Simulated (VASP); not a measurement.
Runs of VASP 6.6.1 on Ta. The structure is that of space group P6_3/mmc (No. 194), or close to it. The cells are those of the table. This isn't the form of Ta at room conditions, which is bcc.

```tsv
cell	further INCAR settings	gap on the mesh (eV)	pressure (GPa)
a = 2.854, b = 2.854, c = 5.337 Å, angles 90.0, 90.0, 120.0°, 2 atoms	ALGO = Fast; EDIFF = 1e-06; NBANDS = 18	none	(a)
a = 2.940, b = 2.940, c = 5.028 Å, angles 90.0, 90.0, 120.0°, 2 atoms	ALGO = Fast; EDIFF = 1e-06; NBANDS = 18	none	(b)
a = 3.062, b = 3.062, c = 4.636 Å, angles 90.0, 90.0, 120.0°, 2 atoms	ALGO = Fast; EDIFF = 1e-07; NBANDS = 18	none	-10.7
a = 2.810, b = 2.810, c = 5.505 Å, angles 90.0, 90.0, 120.0°, 2 atoms	ALGO = Fast; EDIFF = 1e-07; NBANDS = 18	none	-8.6
a = 3.124, b = 3.124, c = 4.452 Å, angles 90.0, 90.0, 120.0°, 2 atoms	ALGO = Fast; EDIFF = 1e-07; NBANDS = 18	none	-9.6
```

Alike in all rows: task single point; level LDA; potentials or basis VASP PAW LDA potentials, release 64 (Ta_pv); no spin polarisation; k mesh 21 × 21 × 10; cutoff (eV) 520; smearing gaussian 0.15 eV.

Problem. Estimate the missing entries.

Solution. (a) -10.2; (b) -11.5.

Caveats: the cell stands under tension; spin-orbit coupling is left out, which moves the levels of the heavy elements.

A k mesh can miss the band edges, and the runs leave out spin-orbit coupling on Ta.

A gap of «none» marks levels without a gap at the run's occupations.
